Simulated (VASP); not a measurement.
Runs of VASP 6.6.1 on Sb. The structure is that of space group Im-3m (No. 229), or close to it. The cells are those of the table. 

| cell | gap on the mesh (eV) | pressure (GPa) |
| --- | --- | --- |
| a = 3.175 Å, angles 109.5°, 1 atom | none | 3.9 |
| a = 3.209 Å, angles 109.5°, 1 atom | none | 1.2 |
| a = 3.273 Å, angles 109.5°, 1 atom | none | -2.9 |
| a = 3.305 Å, angles 109.5°, 1 atom | none | (b) |
| a = 3.242 Å, angles 110.3, 110.3, 107.9°, 1 atom | none | (a) |

Alike in all rows: task single point; level PBEsol; potentials or basis VASP PAW PBE potentials, release 64 (Sb); no spin polarisation; k mesh 15 × 15 × 15; cutoff (eV) 520; smearing gaussian 0.02 eV.

Question: Fill in the values left out.

Answer: (a) -1.0; (b) -4.2.

Caveats: the PAW data sets were made with another functional, which shifts forces and pressure a little; spin-orbit coupling is left out, which moves the levels of the heavy elements.

A k mesh can miss the band edges, and the runs leave out spin-orbit coupling on Sb.

A gap of «none» marks levels without a gap at the run's occupations.
